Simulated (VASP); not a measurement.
# Zr2N (P4_2/mnm) in VASP: further runs, part 2 of 2

VASP 6.6.1.

## 3. Single point, LDA

INCAR reads:

```
SYSTEM = Zr2N
PREC     = Accurate       ! precision mode
ENCUT    = 520            ! plane-wave cutoff, eV
EDIFF    = 1E-7           ! SCF threshold, eV
ISMEAR   = -1             ! smearing method
SIGMA    = 0.15           ! smearing width, eV
LREAL    = .False.        ! projectors in reciprocal space
LASPH    = .True.         ! aspherical terms in the spheres
NELM     = 80             ! most SCF steps
ALGO     = Normal         ! electronic algorithm
ISIF     = 2              ! what is computed and relaxed
LWAVE    = .False.        ! write WAVECAR
LCHARG   = .False.        ! write CHGCAR
NBANDS   = 38             ! bands
```

KPOINTS reads:

```
regular mesh
0
Gamma
  8 8 12
  0 0 0
```

POSCAR reads:

```
Zr2N
1.0
    5.3319233253      0.0000000000      0.0000000000
    0.0000000000      5.3319233253      0.0000000000
    0.0000000000      0.0000000000      3.2515044988
Zr N
4 2
Direct
    0.2957569113      0.2957569113      0.0000000000
    0.7042430887      0.7042430887      0.0000000000
    0.7957569113      0.2042430887      0.5000000000
    0.2042430887      0.7957569113      0.5000000000
    0.0000000000      0.0000000000      0.0000000000
    0.5000000000      0.5000000000      0.5000000000
```

Potentials or basis: VASP PAW LDA potentials, release 64 (Zr_sv, N).

Run with:

```sh
cat potpaw_LDA.64/Zr_sv/POTCAR potpaw_LDA.64/N/POTCAR > POTCAR
mpirun -np 1 vasp_std > vasp.out
```

OUTCAR:

```text
SYSTEM = Zr2N
   PREC = Accurate
   ENCUT = 520
   EDIFF = 1E-7
   ISMEAR = -1
   LREAL = .False.
   LASPH = .True.
   NELM = 80
   ISIF = 2

 ion  position               nearest neighbor table
   1  0.296  0.296  0.000-   5 2.23   6 2.24   6 2.24   2 3.08   4 3.16   3 3.16   4 3.16   3 3.16
                             4 3.16   4 3.16   3 3.16   3 3.16   2 3.83   2 3.83
   2  0.704  0.704  0.000-   5 2.23   6 2.24   6 2.24   1 3.08   4 3.16   3 3.16   4 3.16   3 3.16
                             3 3.16   3 3.16   4 3.16   4 3.16   1 3.83   1 3.83
   3  0.796  0.204  0.500-   6 2.23   5 2.24   5 2.24   4 3.08   1 3.16   1 3.16   2 3.16   2 3.16
                             2 3.16   2 3.16   1 3.16   1 3.16   4 3.83   4 3.83
   4  0.204  0.796  0.500-   6 2.23   5 2.24   5 2.24   3 3.08   1 3.16   1 3.16   2 3.16   2 3.16
                             1 3.16   1 3.16   2 3.16   2 3.16   3 3.83   3 3.83
   5  0.000  0.000  0.000-   1 2.23   2 2.23   3 2.24   4 2.24   3 2.24   4 2.24
   6  0.500  0.500  0.500-   3 2.23   4 2.23   1 2.24   2 2.24   1 2.24   2 2.24

  LATTYP: Found a simple tetragonal cell.
 ALAT       =     5.3319233253
 C/A-ratio  =     0.6098183152

  Lattice vectors:

 A1 = (   5.3319233253,   0.0000000000,   0.0000000000)
 A2 = (   0.0000000000,   5.3319233253,   0.0000000000)
 A3 = (   0.0000000000,   0.0000000000,   3.2515044988)

Analysis of symmetry for initial positions (statically):
=====================================================================
 Subroutine PRICEL returns:
 Original cell was already a primitive cell.

 Routine SETGRP: Setting up the symmetry group for a
 simple tetragonal supercell.

 Subroutine GETGRP returns: Found 16 space group operations
 (whereof  8 operations were pure point group operations)
 out of a pool of 16 trial point group operations.

The static configuration has the point symmetry D_2h.
 The point group associated with its full space group is D_4h.

Analysis of symmetry for dynamics (positions and initial velocities):
=====================================================================
 Subroutine PRICEL returns:
 Original cell was already a primitive cell.

 Routine SETGRP: Setting up the symmetry group for a
 simple tetragonal supercell.

 Subroutine GETGRP returns: Found 16 space group operations
 (whereof  8 operations were pure point group operations)
 out of a pool of 16 trial point group operations.

The dynamic configuration has the point symmetry D_2h.
 The point group associated with its full space group is D_4h.

 Subroutine INISYM returns: Found 16 space group operations
 (whereof  8 operations are pure point group operations),
 and found     1 'primitive' translations

----------------------------------------------------------------------------------------

                                     Primitive cell

  volume of cell :      92.4383

  direct lattice vectors                    reciprocal lattice vectors
     5.331923325  0.000000000  0.000000000     0.187549584  0.000000000  0.000000000
     0.000000000  5.331923325  0.000000000     0.000000000  0.187549584  0.000000000
     0.000000000  0.000000000  3.251504499     0.000000000  0.000000000  0.307549936

  length of vectors
     5.331923325  5.331923325  3.251504499     0.187549584  0.187549584  0.307549936

  position of ions in fractional coordinates (direct lattice)
     0.295756911  0.295756911  0.000000000
     0.704243089  0.704243089  0.000000000
     0.795756911  0.204243089  0.500000000
     0.204243089  0.795756911  0.500000000
[... 39 lines left out ...]
            Coordinates               Weight
  0.000000  0.000000  0.000000      1.000000
  0.125000  0.000000  0.000000      4.000000
  0.250000  0.000000  0.000000      4.000000
  0.375000  0.000000  0.000000      4.000000
  0.500000  0.000000  0.000000      2.000000
  0.125000  0.125000  0.000000      4.000000
[... 16 lines left out ...]
  0.375000  0.125000  0.083333     16.000000
  0.500000  0.125000  0.083333      8.000000
 [... further k-points ...]
   k-points           NKPTS =    105   k-points in BZ     NKDIM =    105   number of bands    NBANDS=     38
   number of dos      NEDOS =    301   number of ions     NIONS =      6
   total plane-waves  NPLWV =  38400
   dimension x,y,z NGX =    40 NGY =   40 NGZ =   24
   dimension x,y,z NGXF=    80 NGYF=   80 NGZF=   48
   ions per type =               4   2
   NGX,Y,Z   is equivalent  to a cutoff of  12.47, 12.47, 12.27 a.u.
   NGXF,Y,Z  is equivalent  to a cutoff of  24.94, 24.94, 24.54 a.u.
 SYSTEM =  Zr2N
   PREC   = accura    normal or accurate (medium, high low for compatibility)
   ISTART =      0    job   : 0-new  1-cont  2-samecut
   ICHARG =      2    charge: 1-file 2-atom 10-const
   ISPIN  =      1    spin polarized calculation?
   LNONCOLLINEAR =      F non collinear calculations
   LSORBIT =      F    spin-orbit coupling
   LASPH  =      T    aspherical Exc in radial PAW
   ENCUT  =  520.0 eV  38.22 Ry    6.18 a.u.   9.91  9.91  6.05*2*pi/ulx,y,z
   NELM   =     80;   NELMIN=  2; NELMDL= -5     # of ELM steps
   EDIFF  = 0.1E-06   stopping-criterion for ELM
   LREAL  =      F    real-space projection
   EDIFFG = 0.1E-05   stopping-criterion for IOM
   NSW    =      0    number of steps for IOM
   IBRION =     -1    ionic relax: 0-MD 1-quasi-New 2-CG
   NFREE  =      0    steps in history (QN), initial steepest desc. (CG)
   ISIF   =      2    stress and relaxation
   ISYM   =      2    0-nonsym 1-usesym 2-fastsym
   POTIM  = 0.5000    time-step for ionic-motion
   TEBEG  =    0.0;   TEEND  =   0.0 temperature during run
   PSTRESS=    0.0 pullay stress
   NELECT =      58.0000    total number of electrons
   NUPDOWN=      -1.0000    fix difference up-down
   EMIN   =  10.00;   EMAX   =-10.00  energy-range for DOS
   EFERMI =   0.00;   METHOD = LEGACY
   ISMEAR =    -1;   SIGMA  =   0.15  broadening in eV -4-tet -1-fermi 0-gaus
   EFERMI_NEDOS =   21; number of points for ismear=-14 and -15
   IALGO  =     38    algorithm
   IMIX   =      4    mixing-type and parameters
     AMIX     =   0.40;   BMIX     =  1.00
     AMIX_MAG =   1.60;   BMIX_MAG =  1.00
  volume/ion in A,a.u.               =      15.41       103.97
  Fermi-wavevector in a.u.,A,eV,Ry     =   1.401523  2.648494 26.725457  1.964266
  Thomas-Fermi vector in A             =   2.524375
   LORBIT       =      0    0 simple, 1 ext, 2 COOP (PROOUT), +10 PAW based schemes
   GGA     = CA    functional components
   LHFCALC =     F    Hartree Fock is set to
   AEXX    =    0.0000 exact exchange contribution
   IVDW    =     0    specifies the selected vdW correction
   LEPSILON=     F    determine dielectric tensor
   LRPA    =     F    only Hartree local field effects (RPA)
 non-spin polarized calculation
  energy-cutoff  :      520.00
  volume of cell :       92.44
 maximum number of plane-waves:      2512
 NGX is ok and might be reduce to    40
   NGX = 19   NGY = 19   NGZ = 13

 number of electron      58.0000003 magnetization

 Free energy of the ion-electron system (eV)
  ---------------------------------------------------
  ext. energy  EPLUGINS =         0.00000000
  ---------------------------------------------------
  free energy    TOTEN  =       -64.03679040 eV

  energy without entropy =      -63.80511346  energy(sigma->0) =      -63.92095193

 E-fermi :  10.0677     XC(G=0): -12.1553

 val. band max:       10.0560085378   @ k =   0.0000   0.0000   0.1667
 cond. band min:      10.0736883322   @ k =   0.5000   0.3750   0.1667
 fundamental gap:      0.0176797943
 Fermi energy:        10.0677429519

 k-point     1 :       0.0000    0.0000    0.0000
  band No.  band energies     occupation
      1     -38.2580      2.00000
      2     -38.0847      2.00000
      3     -38.0847      2.00000
      4     -38.0111      2.00000
      5     -17.4792      2.00000
      6     -16.7889      2.00000
[... 973 lines left out ...]
     37      13.5736      0.00000
     38      13.5736      0.00000

 [... further k-points ...]
[... 5 lines left out ...]
  --------------------------------------------------------------------------------------
  -------------------------------------------------------------------------------------
  Total        0.2786398      0.2786398      0.2988699      0.0000000      0.0000000      0.0000000
  in kB        4.8294936      4.8294936      5.1801302      0.0000000      0.0000000      0.0000000
  external PRESSURE =       4.9463725 kB  Pullay stress =       0.0000000 kB

 VOLUME and BASIS-vectors are now :
 -----------------------------------------------------------------------------
  energy-cutoff  :      520.00
  volume of cell :       92.44
      direct lattice vectors                 reciprocal lattice vectors
     5.331923325  0.000000000  0.000000000     0.187549584  0.000000000  0.000000000
     0.000000000  5.331923325  0.000000000     0.000000000  0.187549584  0.000000000
     0.000000000  0.000000000  3.251504499     0.000000000  0.000000000  0.307549936

 POSITION                                       TOTAL-FORCE (eV/Angst)
 -----------------------------------------------------------------------------------
      1.57695      1.57695      0.00000        -0.006140     -0.006140      0.000000
      3.75497      3.75497      0.00000         0.006140      0.006140     -0.000000
      4.24291      1.08901      1.62575        -0.006140      0.006140     -0.000000
      1.08901      4.24291      1.62575         0.006140     -0.006140      0.000000
      0.00000      0.00000      0.00000         0.000000      0.000000     -0.000000
      2.66596      2.66596      1.62575         0.000000      0.000000     -0.000000
 -----------------------------------------------------------------------------------
    total drift:                                0.000000     -0.000000     -0.000000

  FREE ENERGIE OF THE ION-ELECTRON SYSTEM (eV)
  ---------------------------------------------------
  free  energy   TOTEN  =       -64.0367903992 eV

  energy  without entropy=      -63.8051134631  energy(sigma->0) =      -63.92095193
```

It took 3.7 min on 1 thread of AMD EPYC 7R13 (Zen 3), shared host; peak memory 0.33 GiB.

Results:

- Free energy: -64.0368 eV
- Pressure: 0.5 GPa
- Largest force: 0.009 eV/Å
- Band gap on the k mesh: zero (band 29 reaches 11.53 eV, above the bottom of band 30 at 8.91 eV)

Forces in eV/Å, atoms in the order of the input:
```
Zr  -0.006 -0.006  0.000
Zr   0.006  0.006  0.000
Zr  -0.006  0.006  0.000
Zr   0.006 -0.006  0.000
N    0.000  0.000  0.000
N    0.000  0.000  0.000
```

Levels at points of the mesh, in eV from the Fermi level:
```tsv
k point	band 26	band 27	band 28	band 29	band 30	band 31	band 32	band 33	band 34	band 35
(0.00, 0.00, 0.00)	-2.06	0.45	0.49	0.70	1.02	1.02	1.29	1.36	1.36	2.35
(0.50, 0.00, 0.00)	-2.04	-1.03	-1.03	1.47	1.47	1.50	1.50	1.76	1.76	3.18
(0.50, 0.50, 0.00)	-1.51	-1.16	-1.16	0.91	0.91	1.34	1.34	1.62	1.62	2.03
(0.00, 0.00, 0.50)	-1.18	-1.18	-1.18	-1.16	-1.16	1.93	1.93	3.14	3.14	3.85
(0.50, 0.00, 0.50)	-1.91	-0.87	-0.87	-0.79	-0.79	1.52	1.52	3.42	3.42	3.82
(0.50, 0.50, 0.50)	-1.62	-1.03	-1.03	-0.19	-0.19	1.20	1.20	2.74	2.74	4.00
```
